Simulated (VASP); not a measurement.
Here is a VASP 6.6.1 calculation.

Contents of INCAR:

```
SYSTEM = H
PREC     = Accurate       ! precision mode
ENCUT    = 520            ! plane-wave cutoff, eV
EDIFF    = 1E-7           ! SCF threshold, eV
ISMEAR   = 0              ! smearing method
SIGMA    = 0.02           ! smearing width, eV
LREAL    = .False.        ! projectors in reciprocal space
LASPH    = .True.         ! aspherical terms in the spheres
NELM     = 80             ! most SCF steps
ALGO     = Normal         ! electronic algorithm
ISIF     = 2              ! what is computed and relaxed
LWAVE    = .False.        ! write WAVECAR
LCHARG   = .False.        ! write CHGCAR
GGA      = PE             ! functional
NBANDS   = 10             ! bands
```

File KPOINTS:

```
regular mesh
0
Gamma
  8 8 4
  0 0 0
```

File POSCAR:

```
H
1.0
    1.6658090373     -2.7469537335     -0.0052436491
    1.6113438920      2.7140848555      0.0007060932
   -0.0086892704      0.0068758389      6.2934434662
H
4
Direct
    0.5662535610      0.4206466936      0.9977276521
    0.4258355753      0.5462440783      0.0069937013
    0.4030250062      0.5602515494      0.5008543439
    0.5770581392      0.4048615582      0.5055121593
```

Potentials or basis: VASP PAW PBE potentials, release 64 (H).

Command:

```console
$ cat potpaw_PBE.64/H/POTCAR > POTCAR
$ mpirun -np 1 vasp_std > vasp.out
```

(1) What does it give for the largest force?

(2) Estimate the pressure.

(3) Predict the band gap on the k mesh.

## Answers

(1) 3.310 eV/Å.

(2) -2.2 GPa.

(3) 6.91 eV.

Caveat: the cell differs from its parent crystal (atoms moved at random and the cell strained at random); forces of over 1 eV/Å act on the atoms, so gaps and moduli don't describe the material at rest.
